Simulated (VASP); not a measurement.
# CoSi (CsCl type) (Pm-3m) in VASP: further runs

CoSi (CsCl type) is run at these levels: PBE; tasks: density of states.

Everything below comes from runs of VASP 6.6.1. Logs are shortened: lines on timing, memory, paths and dates and some standing lists are left out, and cuts for length are marked.

### Step 1. The cell of the first run

Symmetry: Pm-3m, No. 221, cubic system. The conventional cell has a = 2.278 Å, b = 2.278 Å, c = 2.278 Å, α = 90.00°, β = 90.00°, γ = 90.00°. Co (site symmetry m-3m) has 8 Si at 1.97 Å and 6 Co at 2.28 Å within 2.6 Å. Si (site symmetry m-3m) has 8 Co at 1.97 Å and 6 Si at 2.28 Å within 2.6 Å.

### Step 2. Density of states, PBE (volume scaled by 0.55)

The input, POSCAR:

```
CoSi
1.0
    2.2780229704      0.0000000000      0.0000000000
    0.0000000000      2.2780229704      0.0000000000
    0.0000000000      0.0000000000      2.2780229704
Co Si
1 1
Direct
    0.0000000000      0.0000000000      0.0000000000
    0.5000000000      0.5000000000      0.5000000000
```

The input, INCAR.step1:

```
ALGO = Normal
EDIFF = 1E-6
ENCUT = 520
GGA = PE
GGA_COMPAT = F
ISIF = 2
ISMEAR = -1
LASPH = T
LCHARG = T
LMAXMIX = 4
LORBIT = 11
LREAL = F
LWAVE = F
NBANDS = 14
NEDOS = 2001
NELM = 120
PREC = Accurate
SIGMA = 0.1
```

The input, KPOINTS.step1:

```
k-points
0
Gamma
  14 14 14
```

The input, INCAR.step2:

```
ALGO = Normal
EDIFF = 1E-6
ENCUT = 520
GGA = PE
GGA_COMPAT = F
ICHARG = 11
ISIF = 2
ISMEAR = -5
LASPH = T
LCHARG = F
LMAXMIX = 4
LORBIT = 11
LREAL = F
LWAVE = F
NBANDS = 14
NEDOS = 2001
NELM = 120
PREC = Accurate
SIGMA = 0.1
```

The input, KPOINTS.step2:

```
k-points
0
Gamma
  21 21 21
```

Potentials or basis: VASP PAW PBE potentials, release 64 (Co, Si).

Launch:

```console
$ cat potpaw_PBE.64/Co/POTCAR potpaw_PBE.64/Si/POTCAR > POTCAR
$ cp INCAR.step1 INCAR
$ cp KPOINTS.step1 KPOINTS
$ mpirun -np 1 vasp_std > vasp.out
$ cp INCAR.step2 INCAR
$ cp KPOINTS.step2 KPOINTS
$ mpirun -np 1 vasp_std > vasp.out
```

OUTCAR:

```text
EDIFF = 1E-6
   ENCUT = 520
   GGA = PE
   ICHARG = 11
   ISIF = 2
   ISMEAR = -5
   LASPH = T
   LORBIT = 11
   LREAL = F
   NELM = 120
   PREC = Accurate

 ion  position               nearest neighbor table
   1  0.000  0.000  0.000-   2 1.97   2 1.97   2 1.97   2 1.97   2 1.97   2 1.97   2 1.97   2 1.97

   2  0.500  0.500  0.500-   1 1.97   1 1.97   1 1.97   1 1.97   1 1.97   1 1.97   1 1.97   1 1.97

  LATTYP: Found a simple cubic cell.
 ALAT       =     2.2780229704

  Lattice vectors:

 A1 = (   2.2780229704,   0.0000000000,   0.0000000000)
 A2 = (   0.0000000000,   2.2780229704,   0.0000000000)
 A3 = (   0.0000000000,   0.0000000000,   2.2780229704)

Analysis of symmetry for initial positions (statically):
=====================================================================
 Subroutine PRICEL returns:
 Original cell was already a primitive cell.

 Routine SETGRP: Setting up the symmetry group for a
 simple cubic supercell.

 Subroutine GETGRP returns: Found 48 space group operations
 (whereof 48 operations were pure point group operations)
 out of a pool of 48 trial point group operations.

The static configuration has the point symmetry O_h .

Analysis of symmetry for dynamics (positions and initial velocities):
=====================================================================
 Subroutine PRICEL returns:
 Original cell was already a primitive cell.

 Routine SETGRP: Setting up the symmetry group for a
 simple cubic supercell.

 Subroutine GETGRP returns: Found 48 space group operations
 (whereof 48 operations were pure point group operations)
 out of a pool of 48 trial point group operations.

The dynamic configuration has the point symmetry O_h .

 Subroutine INISYM returns: Found 48 space group operations
 (whereof 48 operations are pure point group operations),
 and found     1 'primitive' translations

----------------------------------------------------------------------------------------

                                     Primitive cell

  volume of cell :      11.8215

  direct lattice vectors                    reciprocal lattice vectors
     2.278022970  0.000000000  0.000000000     0.438977136  0.000000000  0.000000000
     0.000000000  2.278022970  0.000000000     0.000000000  0.438977136  0.000000000
     0.000000000  0.000000000  2.278022970     0.000000000  0.000000000  0.438977136

  length of vectors
     2.278022970  2.278022970  2.278022970     0.438977136  0.438977136  0.438977136

  position of ions in fractional coordinates (direct lattice)
     0.000000000  0.000000000  0.000000000
     0.500000000  0.500000000  0.500000000

  ion indices of the primitive-cell ions
   primitive index   ion index
                 1           1
                 2           2

----------------------------------------------------------------------------------------

 KPOINTS: k-points

Automatic generation of k-mesh.
 Grid dimensions read from file:
 generate k-points for:   21   21   21

 Generating k-lattice:

  Cartesian coordinates                     Fractional coordinates (reciprocal lattice)
     0.020903673  0.000000000  0.000000000     0.047619048  0.000000000  0.000000000
     0.000000000  0.020903673  0.000000000     0.000000000  0.047619048  0.000000000
     0.000000000  0.000000000  0.020903673     0.000000000  0.000000000  0.047619048

  Length of vectors
     0.020903673  0.020903673  0.020903673

  Shift w.r.t. Gamma in fractional coordinates (k-lattice)
     0.000000000  0.000000000  0.000000000

 TETIRR: Found   4601 inequivalent tetrahedra from    55566

 Subroutine IBZKPT returns following result:
 ===========================================

 Found    286 irreducible k-points:

 Following reciprocal coordinates:
            Coordinates               Weight
  0.000000  0.000000  0.000000      1.000000
  0.047619  0.000000  0.000000      6.000000
  0.095238  0.000000  0.000000      6.000000
  0.142857  0.000000  0.000000      6.000000
  0.190476  0.000000  0.000000      6.000000
  0.238095  0.000000  0.000000      6.000000
[... 16 lines left out ...]
  0.142857  0.095238  0.000000     24.000000
  0.190476  0.095238  0.000000     24.000000
 [... further k-points ...]
   k-points           NKPTS =    286   k-points in BZ     NKDIM =    286   number of bands    NBANDS=     14
   number of dos      NEDOS =   2001   number of ions     NIONS =      2
   total plane-waves  NPLWV =   5832
   dimension x,y,z NGX =    18 NGY =   18 NGZ =   18
   dimension x,y,z NGXF=    36 NGYF=   36 NGZF=   36
   ions per type =               1   1
   NGX,Y,Z   is equivalent  to a cutoff of  13.14, 13.14, 13.14 a.u.
   NGXF,Y,Z  is equivalent  to a cutoff of  26.27, 26.27, 26.27 a.u.
 SYSTEM =  unknown system
   PREC   = accura    normal or accurate (medium, high low for compatibility)
   ISTART =      0    job   : 0-new  1-cont  2-samecut
   ICHARG =     11    charge: 1-file 2-atom 10-const
   ISPIN  =      1    spin polarized calculation?
   LNONCOLLINEAR =      F non collinear calculations
   LSORBIT =      F    spin-orbit coupling
   LASPH  =      T    aspherical Exc in radial PAW
   ENCUT  =  520.0 eV  38.22 Ry    6.18 a.u.   4.24  4.24  4.24*2*pi/ulx,y,z
   NELM   =    120;   NELMIN=  2; NELMDL=  0     # of ELM steps
   EDIFF  = 0.1E-05   stopping-criterion for ELM
   LREAL  =      F    real-space projection
   EDIFFG = 0.1E-04   stopping-criterion for IOM
   NSW    =      0    number of steps for IOM
   IBRION =     -1    ionic relax: 0-MD 1-quasi-New 2-CG
   NFREE  =      0    steps in history (QN), initial steepest desc. (CG)
   ISIF   =      2    stress and relaxation
   ISYM   =      2    0-nonsym 1-usesym 2-fastsym
   POTIM  = 0.5000    time-step for ionic-motion
   TEBEG  =    0.0;   TEEND  =   0.0 temperature during run
   PSTRESS=    0.0 pullay stress
   NELECT =      13.0000    total number of electrons
   NUPDOWN=      -1.0000    fix difference up-down
   EMIN   =  10.00;   EMAX   =-10.00  energy-range for DOS
   EFERMI =   0.00;   METHOD = LEGACY
   ISMEAR =    -5;   SIGMA  =   0.10  broadening in eV -4-tet -1-fermi 0-gaus
   EFERMI_NEDOS =   21; number of points for ismear=-14 and -15
   IALGO  =     38    algorithm
   IMIX   =      4    mixing-type and parameters
     AMIX     =   0.40;   BMIX     =  1.00
     AMIX_MAG =   1.60;   BMIX_MAG =  1.00
  volume/ion in A,a.u.               =       5.91        39.89
  Fermi-wavevector in a.u.,A,eV,Ry     =   1.689784  3.193229 38.849665  2.855370
  Thomas-Fermi vector in A             =   2.771848
   LORBIT       =     11    0 simple, 1 ext, 2 COOP (PROOUT), +10 PAW based schemes
   GGA     = PE    functional components
   LHFCALC =     F    Hartree Fock is set to
   AEXX    =    0.0000 exact exchange contribution
   IVDW    =     0    specifies the selected vdW correction
   LEPSILON=     F    determine dielectric tensor
   LRPA    =     F    only Hartree local field effects (RPA)
 non-spin polarized calculation
 Fermi weights with tetrahedron method with Bloechl corrections
  energy-cutoff  :      520.00
  volume of cell :       11.82
 maximum number of plane-waves:       328
 NGX is ok and might be reduce to    18

 number of electron      13.0000001 magnetization

 Free energy of the ion-electron system (eV)
  ---------------------------------------------------
  ext. energy  EPLUGINS =         0.00000000
  ---------------------------------------------------
  free energy    TOTEN  =        -4.52451160 eV

  energy without entropy =       -4.52451160  energy(sigma->0) =       -4.52451160

 E-fermi :  25.6370     XC(G=0): -16.3023

 val. band max:       25.7407424632   @ k =   0.4762   0.4762   0.4762
 cond. band min:      25.6258249819   @ k =   0.3333   0.0476   0.0000
 fundamental gap:     -0.1149174814
 Fermi energy:        25.6369940860

 k-point     1 :       0.0000    0.0000    0.0000
  band No.  band energies     occupation
      1       5.0518      2.00000
      2      16.3261      2.00000
      3      16.3261      2.00000
      4      22.4998      2.00000
      5      22.4998      2.00000
      6      22.4998      2.00000
      7      31.0902      0.00000
      8      31.0902      0.00000
      9      31.0902      0.00000
     10      34.8869      0.00000
     11      34.8869      0.00000
     12      52.2514      0.00000
     13      52.5885      0.00000
     14      52.5888      0.00000

 k-point     2 :       0.0476    0.0000    0.0000
  band No.  band energies     occupation
      1       5.1220      2.00000
      2      16.3271      2.00000
      3      16.3608      2.00000
      4      22.4193      2.00000
      5      22.4193      2.00000
      6      22.5088      2.00000
      7      30.5898      0.00000
      8      31.2103      0.00000
      9      31.2103      0.00000
     10      34.7945      0.00000
     11      35.4104      0.00000
     12      51.7459      0.00000
     13      51.7495      0.00000
     14      52.5371      0.00000

 k-point     3 :       0.0952    0.0000    0.0000
  band No.  band energies     occupation
      1       5.3312      2.00000
      2      16.3201      2.00000
      3      16.4635      2.00000
      4      22.1949      2.00000
      5      22.1949      2.00000
      6      22.5352      2.00000
      7      29.5480      0.00000
      8      31.5540      0.00000
      9      31.5540      0.00000
     10      34.5238      0.00000
     11      36.5272      0.00000
     12      50.3764      0.00000
     13      50.3764      0.00000
     14      52.4286      0.00000
[... 324 lines left out ...]
 k-point    23 :       0.1429    0.0952    0.0000
  band No.  band energies     occupation
      1       5.9465      2.00000
      2      16.3991      2.00000
      3      16.6501      2.00000
      4      21.5123      2.00000
      5      21.8879      2.00000
      6      22.2990      2.00000
      7      28.5968      0.00000
      8      30.5596      0.00000
      9      32.5381      0.00000
     10      35.1362      0.00000
     11      38.3935      0.00000
     12      47.4340      0.00000
     13      48.9496      0.00000
     14      50.5712      0.00000

 k-point    24 :       0.1905    0.0952    0.0000
  band No.  band energies     occupation
      1       6.4126      2.00000
      2      16.2850      2.00000
      3      16.8606      2.00000
      4      21.1223      2.00000
      5      21.5179      2.00000
      6      22.3473      2.00000
      7      27.6027      0.00000
      8      30.9563      0.00000
      9      33.1992      0.00000
     10      34.8430      0.00000
     11      39.6826      0.00000
     12      46.1982      0.00000
     13      47.6185      0.00000
     14      50.4223      0.00000

 [... further k-points ...]
[... 5 lines left out ...]
  --------------------------------------------------------------------------------------
  -------------------------------------------------------------------------------------
  Total       37.3524314     37.3524314     37.3524314     -0.0000000     -0.0000000      0.0000000
  in kB     5062.3848975   5062.3848975   5062.3848975     -0.0000000     -0.0000000      0.0000000
  external PRESSURE =    5062.3848975 kB  Pullay stress =       0.0000000 kB

 VOLUME and BASIS-vectors are now :
 -----------------------------------------------------------------------------
  energy-cutoff  :      520.00
  volume of cell :       11.82
      direct lattice vectors                 reciprocal lattice vectors
     2.278022970  0.000000000  0.000000000     0.438977136  0.000000000  0.000000000
     0.000000000  2.278022970  0.000000000     0.000000000  0.438977136  0.000000000
     0.000000000  0.000000000  2.278022970     0.000000000  0.000000000  0.438977136

 POSITION                                       TOTAL-FORCE (eV/Angst)
 -----------------------------------------------------------------------------------
      0.00000      0.00000      0.00000         0.000000      0.000000      0.000000
      1.13901      1.13901      1.13901         0.000000      0.000000      0.000000
 -----------------------------------------------------------------------------------
    total drift:                               -0.000000     -0.000000     -0.000000

  FREE ENERGIE OF THE ION-ELECTRON SYSTEM (eV)
  ---------------------------------------------------
  free  energy   TOTEN  =        -4.5245115954 eV

  energy  without entropy=       -4.5245115954  energy(sigma->0) =       -4.52451160

 total charge

# of ion       s       p       d       tot
------------------------------------------
    1        0.841   1.571   8.665  11.077
    2        0.812   1.475   0.000   2.287
--------------------------------------------------
tot          1.653   3.046   8.665  13.364
```

Run time: 30 s. Hardware: 1 thread of Intel Xeon Platinum 8375C at 2.90GHz (Ice Lake), shared host; peak memory 0.16 GiB.

Caveat: the cell differs from its parent crystal (volume scaled by 0.55); tetrahedron occupations give inexact forces and stress in metals.

### Step 3. Density of states, PBE (volume scaled by 0.88)

The input, POSCAR:

```
CoSi
1.0
    2.6643918294      0.0000000000      0.0000000000
    0.0000000000      2.6643918294      0.0000000000
    0.0000000000      0.0000000000      2.6643918294
Co Si
1 1
Direct
    0.0000000000      0.0000000000      0.0000000000
    0.5000000000      0.5000000000      0.5000000000
```

INCAR.step1 is that of step 2.

KPOINTS.step1 is that of step 2.

Changes to INCAR.step2 since step 2:

```diff
@@ -14,3 +14,2 @@
 LWAVE = F
-NBANDS = 14
 NEDOS = 2001
```

KPOINTS.step2 is that of step 2.

Potentials or basis: VASP PAW PBE potentials, release 64 (Co, Si).

Launch:

```console
$ cat potpaw_PBE.64/Co/POTCAR potpaw_PBE.64/Si/POTCAR > POTCAR
$ cp INCAR.step1 INCAR
$ cp KPOINTS.step1 KPOINTS
$ mpirun -np 1 vasp_std > vasp.out
$ cp INCAR.step2 INCAR
$ cp KPOINTS.step2 KPOINTS
$ mpirun -np 1 vasp_std > vasp.out
```

It took 33 s on 1 thread of Intel Xeon Platinum 8375C at 2.90GHz (Ice Lake), shared host; peak memory 0.18 GiB.

The run converged. Its results:

* Valence electrons inside the program's atomic spheres: Co 8.98; Si 1.65

Levels at points of the mesh, in eV from the Fermi level:
| k point | band 2 | band 3 | band 4 | band 5 | band 6 | band 7 | band 8 | band 9 | band 10 |
| --- | --- | --- | --- | --- | --- | --- | --- | --- | --- |
| (0.00, 0.00, 0.00) | -4.52 | -4.52 | -1.48 | -1.48 | -1.48 | 3.46 | 3.46 | 3.46 | 7.99 |

Caveat: the cell differs from its parent crystal (volume scaled by 0.88); tetrahedron occupations give inexact forces and stress in metals. Spin polarisation is off, so any magnetic state and its effect on volume and gap are missing.

### Step 4. Density of states, PBE

This run uses another cell than the first one, of 10.75 Å³/atom, 1.818 times its volume.

The input, POSCAR:

```
CoSi
1.0
    2.7803781644      0.0000000000      0.0000000000
    0.0000000000      2.7803781644      0.0000000000
    0.0000000000      0.0000000000      2.7803781644
Co Si
1 1
Direct
    0.0000000000      0.0000000000      0.0000000000
    0.5000000000      0.5000000000      0.5000000000
```

The input, INCAR.step1:

```
PREC = Accurate ; ENCUT = 520
EDIFF = 1E-6 ; ISMEAR = -1
SIGMA = 0.1 ; LREAL = F
LASPH = T ; NELM = 120
ALGO = Normal ; ISIF = 2
LWAVE = F ; LCHARG = T
LMAXMIX = 4 ; GGA = PE
NBANDS = 14 ; GGA_COMPAT = F
NEDOS = 2001 ; LORBIT = 11
```

The input, KPOINTS.step1:

```
regular mesh
0
Gamma
  14 14 14
```

The input, INCAR.step2:

```
PREC = Accurate ; ENCUT = 520
EDIFF = 1E-6 ; ISMEAR = -5
SIGMA = 0.1 ; LREAL = F
LASPH = T ; NELM = 120
ALGO = Normal ; ISIF = 2
LWAVE = F ; LCHARG = F
LMAXMIX = 4 ; GGA = PE
LORBIT = 11 ; NBANDS = 14
NEDOS = 2001 ; ICHARG = 11
GGA_COMPAT = F
```

The input, KPOINTS.step2:

```
regular mesh
0
Gamma
  21 21 21
```

Launch:

```console
$ cat potpaw_PBE.64/Co/POTCAR potpaw_PBE.64/Si/POTCAR > POTCAR
$ cp INCAR.step1 INCAR
$ cp KPOINTS.step1 KPOINTS
$ mpirun -np 1 vasp_std > vasp.out
$ cp INCAR.step2 INCAR
$ cp KPOINTS.step2 KPOINTS
$ mpirun -np 1 vasp_std > vasp.out
```

Run time: 45 s. Hardware: 1 thread of Intel Xeon Platinum 8375C at 2.90GHz (Ice Lake), shared host; peak memory 0.21 GiB.

Results (log left out):

| Property | Result |
| --- | --- |
| Valence electrons inside the program's atomic spheres | Co 8.63; Si 1.56 |

Levels at points of the mesh, in eV from the Fermi level:
```tsv
k point	band 2	band 3	band 4	band 5	band 6	band 7	band 8	band 9	band 10	band 11
(0.00, 0.00, 0.00)	-3.67	-3.67	-1.20	-1.20	-1.20	3.12	3.12	3.12	7.70	7.70
```

Caveat: tetrahedron occupations give inexact forces and stress in metals. Spin polarisation is off, so any magnetic state and its effect on volume and gap are missing.
